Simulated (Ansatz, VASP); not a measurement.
Two plane-wave programs on CeO2

```xyz
3
Lattice="0.0000 2.7164 2.7164 2.7164 0.0000 2.7164 2.7164 2.7164 0.0000" Properties=species:S:1:pos:R:3 pbc="T T T"
Ce    0.0000    0.0000    0.0000
O     1.3582    1.3582    1.3582
O     4.0746    4.0746    4.0746
```

Alike in both runs: functional PBE; dispersion D3(BJ); k mesh 10 × 10 × 10; occupations gaussian, width 0.02 eV; no spin polarisation.

Ansatz relaxed the structure, and its values are those at the end. VASP's run is a single point on that final structure, the one shown.

```csv
,VASP,Ansatz
version,VASP 6.6.1,Ansatz 0.2.0
potentials or method,"VASP PAW PBE potentials, release 64 (Ce, O), cutoff 520 eV","scalar-relativistic, plane waves, PAW"
valence electrons in the cell,24,24
```

VASP gave:

| Quantity | Value |
| --- | --- |
| gap on the k mesh at the Fermi level (eV) | 1.93 |
| least direct gap on the mesh (eV) | 2.01 |
| pressure (GPa) | 0.0 |

**Question.** What did Ansatz give for the same quantities?

**Answer.** gap on the k mesh at the Fermi level (eV): 1.97; least direct gap on the mesh (eV): 2.04; pressure (GPa): 0.0.

Neither program's run includes spin-orbit coupling.
